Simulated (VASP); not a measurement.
Set up this calculation in VASP 6.6.1, as the native input.

| Quantity | Value |
| --- | --- |
| Task | single point |
| Functional | PBE |
| Potentials or basis | VASP PAW PBE potentials, release 64 (Ga_d, P) |
| Cutoff | 520 eV |
| k mesh | 8 × 8 × 8 |
| Occupations | gaussian, width 0.05 eV |
| Spin | no spin polarisation |
| Dipole correction | no |
| Further INCAR settings | ALGO = Normal; EDIFF = 1e-06; NBANDS = 16 |

The structure of GaP lies in POSCAR:

```
GaP
1.0
    0.0000000000      2.8169319902      2.7207219119
    2.7207219119      0.0000000000      2.7207219119
    2.7207219119      2.8169319902      0.0000000000
Ga P
1 1
Direct
    0.0000000000      0.0000000000      0.0000000000
    0.7500000000      0.7500000000      0.7500000000
```

This cell differs from its parent crystal: mode 4 frozen in at +0.000 Å, strain +e along z and -e/2 along x and y +0.0233.

The input as run:

INCAR

```
SYSTEM = GaP
  ALGO = Normal
  EDIFF = 1E-6
  ENCUT = 520
  GGA = PE
  ISIF = 2
  ISMEAR = 0
  LASPH = .TRUE.
  LCHARG = .FALSE.
  LREAL = .FALSE.
  LWAVE = .FALSE.
  NBANDS = 16
  NELM = 80
  PREC = Accurate
  SIGMA = 0.05
```

KPOINTS

```
k-points
0
G
  8 8 8
  0 0 0
```

Potentials or basis: VASP PAW PBE potentials, release 64 (Ga_d, P).

Launch:

```bash
$ cat potpaw_PBE.64/Ga_d/POTCAR potpaw_PBE.64/P/POTCAR > POTCAR
$ mpirun -np 1 vasp_std > vasp.out
```

It gave:

- Pressure: 0.0 GPa
- Band gap on the k mesh: 1.49 eV, indirect (least direct gap 1.50 eV)

Caveat: the cell differs from its parent crystal (mode 4 frozen in at +0.000 Å, strain +e along z and -e/2 along x and y +0.0233).

Wall time 24 s on 1 thread of Intel Xeon 6975P-C, with other jobs on the host, peak memory 0.19 GiB.
